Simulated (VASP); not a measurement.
Runs of VASP 6.6.1 on Si. The structure is that of space group Fm-3m (No. 225), or close to it. The cells are those of the table. 

```tsv
cell	gap on the mesh (eV)	pressure (GPa)
a = 2.362 Å, angles 60.0°, 1 atom	none	94.0
a = 2.346 Å, angles 60.0°, 1 atom	none	(b)
a = 2.408 Å, angles 60.0°, 1 atom	none	72.8
a = 2.377 Å, angles 60.0°, 1 atom	none	(a)
a = 2.330 Å, angles 60.0°, 1 atom	none	113.1
a = 2.393 Å, angles 60.0°, 1 atom	none	79.3
a = 2.314 Å, angles 60.0°, 1 atom	none	124.2
```

Alike in all rows: task single point; level PBE; potentials or basis VASP PAW PBE potentials, release 64 (Si); no spin polarisation; k mesh 15 × 15 × 15; cutoff (eV) 500; smearing fermi-dirac 0.05 eV.

Q: Estimate the missing entries.

A: (a) 86.3; (b) 103.0.

A gap of «none» marks levels without a gap at the run's occupations.
